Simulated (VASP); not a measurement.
Set up this calculation in VASP 6.6.1, as the native input.

* Task: single point
* Functional: PBE
* Potentials or basis: VASP PAW PBE potentials, release 64 (Si, W_sv, C)
* Cutoff: 600 eV
* k mesh: 6 × 6 × 2
* Occupations: gaussian, width 0.1 eV
* Spin: no spin polarisation
* Dipole correction: no
* Further INCAR settings: ALGO = Normal; EDIFF = 1e-06; NBANDS = 26

The structure of Si2WC3 lies in POSCAR:

```
Si2WC3
1.0
    3.0151513519      0.0000000000      0.0000000000
   -1.5075756760      2.6111976670      0.0000000000
    0.0000000000      0.0000000000      8.0902671865
Si W C
2 1 3
Direct
    0.0000000000      0.0000000000      0.8979767040
    0.3333333333      0.6666666667      0.5831957680
    0.0000000000      0.0000000000      0.2031411386
    0.3333333333      0.6666666667      0.0030084158
    0.0000000000      0.0000000000      0.6706100470
    0.3333333333      0.6666666667      0.3570679267
```

These files were run (other wordings do the same):

INCAR

```
PREC = Accurate
ENCUT = 600
EDIFF = 1E-6
ISMEAR = 0
SIGMA = 0.1
LREAL = F
LASPH = T
NELM = 120
ALGO = Normal
ISIF = 2
LWAVE = F
LCHARG = T
GGA = PE
LELF = T
LVHAR = T
NBANDS = 26
GGA_COMPAT = F
```

KPOINTS

```
regular mesh
0
Gamma
  6 6 2
```

Potentials or basis: VASP PAW PBE potentials, release 64 (Si, W_sv, C).

Launch:

```console
$ cat potpaw_PBE.64/Si/POTCAR potpaw_PBE.64/W_sv/POTCAR potpaw_PBE.64/C/POTCAR > POTCAR
$ mpirun -np 1 vasp_std > vasp.out
```

Results of the run:

* Pressure: -0.1 GPa
* Largest force: 0.050 eV/Å
* Band gap on the k mesh: 0.77 eV (least direct gap 1.49 eV)

Caveat: spin-orbit coupling is left out, which moves the levels of the heavy elements.

Wall time 24 s on 1 thread of Intel(R) Xeon(R) Platinum 8375C CPU @ 2.90GHz (Ice Lake) (shared host), peak memory 0.2 GiB.
